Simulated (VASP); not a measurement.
# Cu in VASP: a series of runs

Runs on Cu. Level: PBEsol. Tasks: single point, relaxation of cell and atoms.

Program: VASP 6.6.1. These are calculated values, not measurements. Logs are shortened: lines on timing, memory, paths and dates and some standing lists are left out, and cuts for length are marked.

## (1) The cell of the first run

Symmetry: C2/m, No. 12, monoclinic system. Conventional cell: a = 4.336 Å, b = 2.504 Å, c = 2.521 Å, α = 90.00°, β = 125.22°, γ = 90.00°. Cu (site symmetry 2/m) has 12 Cu at 2.50 to 2.52 Å within 3.3 Å.

## (2) Single point, PBEsol

Input file INCAR:

```
SYSTEM = Cu
PREC = Accurate
ENCUT = 520
EDIFF = 1E-6
ISMEAR = -1
SIGMA = 0.05
LREAL = .FALSE.
LASPH = .TRUE.
NELM = 60
ALGO = Normal
ISIF = 2
LWAVE = .FALSE.
LCHARG = .TRUE.
GGA = PS
LELF = .TRUE.
LVHAR = .TRUE.
NBANDS = 12
```

Input file KPOINTS:

```
Automatic mesh
0
G
  13 12 13
  0 0 0
```

Input file POSCAR:

```
Cu
1.0
    0.0024657734      1.7674948091      1.7730215774
    1.7828436637     -0.0074589850      1.7827983034
    1.7730068388      1.7675243462      0.0024435277
Cu
1
Direct
    0.0000000000      0.0000000000      0.0000000000
```

Potentials or basis: VASP PAW PBE potentials, release 64 (Cu).

Command:

```console
cat potpaw_PBE.64/Cu/POTCAR > POTCAR
mpirun -np 1 vasp_std > vasp.out
```

OUTCAR:

```text
SYSTEM = Cu
   PREC = Accurate
   ENCUT = 520
   EDIFF = 1E-6
   ISMEAR = -1
   LREAL = .FALSE.
   LASPH = .TRUE.
   NELM = 60
   ISIF = 2
   GGA = PS

 ion  position               nearest neighbor table
   1  0.000  0.000  0.000-

  LATTYP: Found a base centered monoclinic cell.
 ALAT       =     4.3360050466
 B/A-ratio  =     0.5774784191
 C/A-ratio  =     0.5814800999
 COS(beta)  =    -0.5766651946

  Lattice vectors:

 A1 = (  -1.7730068388,  -1.7675243462,  -0.0024435277)
 A2 = (  -0.0024657734,  -1.7674948091,  -1.7730215774)
 A3 = (   1.7828436637,  -0.0074589850,   1.7827983034)

Analysis of symmetry for initial positions (statically):
=====================================================================
 Subroutine PRICEL returns:
 Original cell was already a primitive cell.

 Routine SETGRP: Setting up the symmetry group for a
 base centered monoclinic supercell.

 Subroutine GETGRP returns: Found  4 space group operations
 (whereof  4 operations were pure point group operations)
 out of a pool of  4 trial point group operations.

The static configuration has the point symmetry C_2h.

Analysis of symmetry for dynamics (positions and initial velocities):
=====================================================================
 Subroutine PRICEL returns:
 Original cell was already a primitive cell.

 Routine SETGRP: Setting up the symmetry group for a
 base centered monoclinic supercell.

 Subroutine GETGRP returns: Found  4 space group operations
 (whereof  4 operations were pure point group operations)
 out of a pool of  4 trial point group operations.

The dynamic configuration has the point symmetry C_2h.

 Subroutine INISYM returns: Found  4 space group operations
 (whereof  4 operations are pure point group operations),
 and found     1 'primitive' translations

----------------------------------------------------------------------------------------

                                     Primitive cell

  volume of cell :      11.1821

  direct lattice vectors                    reciprocal lattice vectors
     0.002465773  1.767494809  1.773021577    -0.281804837  0.282287711  0.282993061
     1.782843664 -0.007458985  1.782798303     0.279871584 -0.281126583  0.279861048
     1.773006839  1.767524346  0.002443528     0.282981191  0.282293717 -0.281807313

  length of vectors
     2.503527410  2.521300648  2.503537804     0.489065835  0.485471385  0.489063859

  position of ions in fractional coordinates (direct lattice)
     0.000000000  0.000000000  0.000000000

  ion indices of the primitive-cell ions
   primitive index   ion index
                 1           1

----------------------------------------------------------------------------------------

 KPOINTS: Automatic mesh

Automatic generation of k-mesh.
 Grid dimensions read from file:
 generate k-points for:   13   12   13

 Generating k-lattice:

  Cartesian coordinates                     Fractional coordinates (reciprocal lattice)
    -0.021677295  0.021714439  0.021768697     0.076923077  0.000000000 -0.000000000
     0.023322632 -0.023427215  0.023321754    -0.000000000  0.083333333 -0.000000000
     0.021767784  0.021714901 -0.021677486    -0.000000000  0.000000000  0.076923077

  Length of vectors
     0.037620449  0.040455949  0.037620297

  Shift w.r.t. Gamma in fractional coordinates (k-lattice)
     0.000000000  0.000000000  0.000000000

 Subroutine IBZKPT returns following result:
 ===========================================

 Found    553 irreducible k-points:

 Following reciprocal coordinates:
            Coordinates               Weight
  0.000000  0.000000  0.000000      1.000000
  0.076923  0.000000 -0.000000      4.000000
  0.153846  0.000000  0.000000      4.000000
  0.230769 -0.000000  0.000000      4.000000
  0.307692  0.000000  0.000000      4.000000
  0.384615 -0.000000 -0.000000      4.000000
[... 16 lines left out ...]
  0.153846  0.166667 -0.000000      4.000000
  0.230769  0.166667  0.000000      4.000000
 [... further k-points ...]
   k-points           NKPTS =    553   k-points in BZ     NKDIM =    553   number of bands    NBANDS=     12
   number of dos      NEDOS =    301   number of ions     NIONS =      1
   total plane-waves  NPLWV =   8000
   dimension x,y,z NGX =    20 NGY =   20 NGZ =   20
   dimension x,y,z NGXF=    40 NGYF=   40 NGZF=   40
   ions per type =               1
   NGX,Y,Z   is equivalent  to a cutoff of  13.28, 13.19, 13.28 a.u.
   NGXF,Y,Z  is equivalent  to a cutoff of  26.56, 26.37, 26.56 a.u.
 SYSTEM =  Cu
   PREC   = accura    normal or accurate (medium, high low for compatibility)
   ISTART =      0    job   : 0-new  1-cont  2-samecut
   ICHARG =      2    charge: 1-file 2-atom 10-const
   ISPIN  =      1    spin polarized calculation?
   LNONCOLLINEAR =      F non collinear calculations
   LSORBIT =      F    spin-orbit coupling
   LASPH  =      T    aspherical Exc in radial PAW
   ENCUT  =  520.0 eV  38.22 Ry    6.18 a.u.   4.65  4.69  4.65*2*pi/ulx,y,z
   NELM   =     60;   NELMIN=  2; NELMDL= -5     # of ELM steps
   EDIFF  = 0.1E-05   stopping-criterion for ELM
   LREAL  =      F    real-space projection
   EDIFFG = 0.1E-04   stopping-criterion for IOM
   NSW    =      0    number of steps for IOM
   IBRION =     -1    ionic relax: 0-MD 1-quasi-New 2-CG
   NFREE  =      0    steps in history (QN), initial steepest desc. (CG)
   ISIF   =      2    stress and relaxation
   ISYM   =      2    0-nonsym 1-usesym 2-fastsym
   POTIM  = 0.5000    time-step for ionic-motion
   TEBEG  =    0.0;   TEEND  =   0.0 temperature during run
   PSTRESS=    0.0 pullay stress
   NELECT =      11.0000    total number of electrons
   NUPDOWN=      -1.0000    fix difference up-down
   EMIN   =  10.00;   EMAX   =-10.00  energy-range for DOS
   EFERMI =   0.00;   METHOD = LEGACY
   ISMEAR =    -1;   SIGMA  =   0.05  broadening in eV -4-tet -1-fermi 0-gaus
   EFERMI_NEDOS =   21; number of points for ismear=-14 and -15
   IALGO  =     38    algorithm
   IMIX   =      4    mixing-type and parameters
     AMIX     =   0.40;   BMIX     =  1.00
     AMIX_MAG =   1.60;   BMIX_MAG =  1.00
  volume/ion in A,a.u.               =      11.18        75.46
  Fermi-wavevector in a.u.,A,eV,Ry     =   1.628165  3.076786 36.067987  2.650922
  Thomas-Fermi vector in A             =   2.720841
   LORBIT       =      0    0 simple, 1 ext, 2 COOP (PROOUT), +10 PAW based schemes
   GGA     = PS    functional components
   LHFCALC =     F    Hartree Fock is set to
   AEXX    =    0.0000 exact exchange contribution
   IVDW    =     0    specifies the selected vdW correction
   LEPSILON=     F    determine dielectric tensor
   LRPA    =     F    only Hartree local field effects (RPA)
 non-spin polarized calculation
  energy-cutoff  :      520.00
  volume of cell :       11.18
 maximum number of plane-waves:       313
   NGX =  9   NGY =  9   NGZ =  9

 number of electron      11.0000005 magnetization

 Free energy of the ion-electron system (eV)
  ---------------------------------------------------
  ext. energy  EPLUGINS =         0.00000000
  ---------------------------------------------------
  free energy    TOTEN  =        -4.31204941 eV

  energy without entropy =       -4.31068172  energy(sigma->0) =       -4.31136556

 E-fermi :   8.1140     XC(G=0): -13.2300

 val. band max:        8.1130294182   @ k =   0.4615  -0.0000   0.2308
 cond. band min:       8.1597194988   @ k =   0.4615   0.2500   0.0000
 fundamental gap:      0.0466900806
 Fermi energy:         8.1140135998

 k-point     1 :       0.0000    0.0000    0.0000
  band No.  band energies     occupation
      1      -1.7193      2.00000
      2       4.8674      2.00000
      3       4.9071      2.00000
      4       4.9110      2.00000
      5       5.7932      2.00000
      6       5.8103      2.00000
      7      31.1036      0.00000
      8      33.9067      0.00000
      9      34.2532      0.00000
     10      34.3272      0.00000
     11      36.4696      0.00000
     12      36.7582      0.00000

 k-point     2 :       0.0769    0.0000   -0.0000
  band No.  band energies     occupation
      1      -1.4944      2.00000
      2       4.8552      2.00000
      3       4.9134      2.00000
      4       4.9560      2.00000
      5       5.7755      2.00000
      6       5.7915      2.00000
      7      29.8942      0.00000
      8      32.2356      0.00000
      9      33.3370      0.00000
     10      33.6337      0.00000
     11      37.3984      0.00000
     12      37.7154      0.00000

 k-point     3 :       0.1538    0.0000    0.0000
  band No.  band energies     occupation
      1      -0.8356      2.00000
      2       4.7320      2.00000
      3       5.0068      2.00000
      4       5.0582      2.00000
      5       5.7575      2.00000
      6       5.7691      2.00000
      7      26.0628      0.00000
      8      31.6449      0.00000
      9      32.4269      0.00000
     10      32.6874      0.00000
     11      38.4379      0.00000
     12      38.8541      0.00000
[... 286 lines left out ...]
 k-point    23 :       0.1538    0.1667   -0.0000
  band No.  band energies     occupation
      1      -0.4569      2.00000
      2       4.5183      2.00000
      3       5.1977      2.00000
      4       5.2177      2.00000
      5       5.4844      2.00000
      6       5.9432      2.00000
      7      28.2207      0.00000
      8      28.8947      0.00000
      9      29.2224      0.00000
     10      30.7888      0.00000
     11      35.1353      0.00000
     12      41.6612      0.00000

 k-point    24 :       0.2308    0.1667    0.0000
  band No.  band energies     occupation
      1       0.2739      2.00000
      2       4.3572      2.00000
      3       5.2245      2.00000
      4       5.3627      2.00000
      5       5.5150      2.00000
      6       6.0129      2.00000
      7      25.5235      0.00000
      8      27.6366      0.00000
      9      28.9301      0.00000
     10      30.2225      0.00000
     11      33.4868      0.00000
     12      41.7551      0.00000

 [... further k-points ...]

------------------------ aborting loop because EDIFF is reached ----------------------------------------

  FORCE on cell =-STRESS in cart. coord.  units (eV):
  Direction    XX          YY          ZZ          XY          YZ          ZX
  --------------------------------------------------------------------------------------
  -------------------------------------------------------------------------------------
  Total        0.1909314      0.1902698      0.1909305     -0.0012381     -0.0012390      0.0007553
  in kB       27.3568574     27.2620611     27.3567252     -0.1773923     -0.1775243      0.1082206
  external PRESSURE =      27.3252146 kB  Pullay stress =       0.0000000 kB

 VOLUME and BASIS-vectors are now :
 -----------------------------------------------------------------------------
  energy-cutoff  :      520.00
  volume of cell :       11.18
      direct lattice vectors                 reciprocal lattice vectors
     0.002465773  1.767494809  1.773021577    -0.281804837  0.282287711  0.282993061
     1.782843664 -0.007458985  1.782798303     0.279871584 -0.281126583  0.279861048
     1.773006839  1.767524346  0.002443528     0.282981191  0.282293717 -0.281807313

 POSITION                                       TOTAL-FORCE (eV/Angst)
 -----------------------------------------------------------------------------------
      0.00000      0.00000      0.00000         0.000000     -0.000000      0.000000
 -----------------------------------------------------------------------------------
    total drift:                                0.000000      0.000000      0.000000

  FREE ENERGIE OF THE ION-ELECTRON SYSTEM (eV)
  ---------------------------------------------------
  free  energy   TOTEN  =        -4.3120494082 eV

  energy  without entropy=       -4.3106817196  energy(sigma->0) =       -4.31136556
```

Run time: 64 s. Hardware: 1 thread of Intel Xeon Platinum 8259CL at 2.50GHz (Skylake/Cascade Lake), shared host; peak memory 0.18 GiB.

What came out:

```
Free energy : -4.3120 eV
Pressure    : 2.7 GPa
```

Levels at points of the mesh, in eV from the Fermi level:
```
           k point  band 2  band 3  band 4  band 5  band 6  band 7  band 8  band 9  band 10  band 11
(0.00, 0.00, 0.00)   -3.25   -3.21   -3.20   -2.32   -2.30   22.99   25.79   26.14    26.21    28.36
(0.00, 0.50, 0.00)   -3.25   -3.25   -1.70   -1.69   -1.29    3.89   21.58   23.00    23.06    25.92
```

Caveat: the PAW data sets were made with another functional, which shifts forces and pressure a little.

## (3) Single point, PBEsol

This run uses another cell than the first one, of 11.31 Å³/atom, 1.012 times its volume.

Input file INCAR:

```
PREC = Accurate
ENCUT = 520
EDIFF = 1E-7
ISMEAR = -1
SIGMA = 0.05
LREAL = F
LASPH = T
NELM = 100
ALGO = Normal
ISIF = 2
LWAVE = F
LCHARG = F
GGA = PS
NBANDS = 12
```

Input file KPOINTS:

```
Automatic mesh
0
Gamma
  13 12 13
```

Input file POSCAR:

```
Cu
1.0
    0.0024390894      1.7739623055      1.7797691687
    1.7899064937     -0.0078122637      1.7898665114
    1.7797483997      1.7739954707      0.0024182263
Cu
1
Direct
    0.0000000000      0.0000000000      0.0000000000
```

Potentials or basis: VASP PAW PBE potentials, release 64 (Cu).

Command:

```console
cat potpaw_PBE.64/Cu/POTCAR > POTCAR
mpirun -np 1 vasp_std > vasp.out
```

OUTCAR:

```text
PREC = Accurate
   ENCUT = 520
   EDIFF = 1E-7
   ISMEAR = -1
   LREAL = F
   LASPH = T
   NELM = 100
   ISIF = 2
   GGA = PS

 ion  position               nearest neighbor table
   1  0.000  0.000  0.000-

  LATTYP: Found a base centered monoclinic cell.
 ALAT       =     4.3520556682
 B/A-ratio  =     0.5775487635
 C/A-ratio  =     0.5816317657
 COS(beta)  =    -0.5766083600

  Lattice vectors:

 A1 = (  -1.7797483997,  -1.7739954707,  -0.0024182263)
[... 537 lines left out ...]
     10      29.9348      0.00000
     11      33.0805      0.00000
     12      41.3981      0.00000

 [... further k-points ...]

------------------------ aborting loop because EDIFF is reached ----------------------------------------

  FORCE on cell =-STRESS in cart. coord.  units (eV):
  Direction    XX          YY          ZZ          XY          YZ          ZX
  --------------------------------------------------------------------------------------
  -------------------------------------------------------------------------------------
  Total        0.0489133      0.0482513      0.0489133     -0.0011727     -0.0011734      0.0005182
  in kB        6.9280968      6.8343367      6.9280976     -0.1660993     -0.1662066      0.0734020
  external PRESSURE =       6.8968437 kB  Pullay stress =       0.0000000 kB

 VOLUME and BASIS-vectors are now :
 -----------------------------------------------------------------------------
  energy-cutoff  :      520.00
  volume of cell :       11.31
      direct lattice vectors                 reciprocal lattice vectors
     0.002439089  1.773962306  1.779769169    -0.280706569  0.281232551  0.281940340
     1.789906494 -0.007812264  1.789866511     0.278742088 -0.280025979  0.278730334
     1.779748400  1.773995471  0.002418226     0.281928836  0.281238835 -0.280707606

 POSITION                                       TOTAL-FORCE (eV/Angst)
 -----------------------------------------------------------------------------------
      0.00000      0.00000      0.00000        -0.000000      0.000000     -0.000000
 -----------------------------------------------------------------------------------
    total drift:                                0.000000      0.000000      0.000000

  FREE ENERGIE OF THE ION-ELECTRON SYSTEM (eV)
  ---------------------------------------------------
  free  energy   TOTEN  =        -4.3134956414 eV

  energy  without entropy=       -4.3121159149  energy(sigma->0) =       -4.31280578
```

stdout:

```text
POSCAR found type information on POSCAR Cu
 POSCAR found :  1 types and       1 ions
 scaLAPACK will be used
 -----------------------------------------------------------------------------
|                                                                             |
|                                                                             |
|     You enforced a specific xc type in the INCAR file but a different       |
|     I HOPE YOU KNOW WHAT YOU ARE DOING!                                     |
|                                                                             |
 -----------------------------------------------------------------------------

 LDA part: xc-table for (Slater+PW92), standard interpolation
 POSCAR, INCAR and KPOINTS ok, starting setup
 FFT: planning ... GRIDC
 FFT: planning ... GRID_SOFT
 FFT: planning ... GRID
 WAVECAR not read
 entering main loop
```

Wall time 60 s (1 thread of Intel Xeon Platinum 8259CL at 2.50GHz (Skylake/Cascade Lake), shared host); peak memory 0.18 GiB.

What came out:

* Free energy: -4.3135 eV
* Pressure: 0.7 GPa

Caveat: the PAW data sets were made with another functional, which shifts forces and pressure a little.

[end of part 1 of 2]
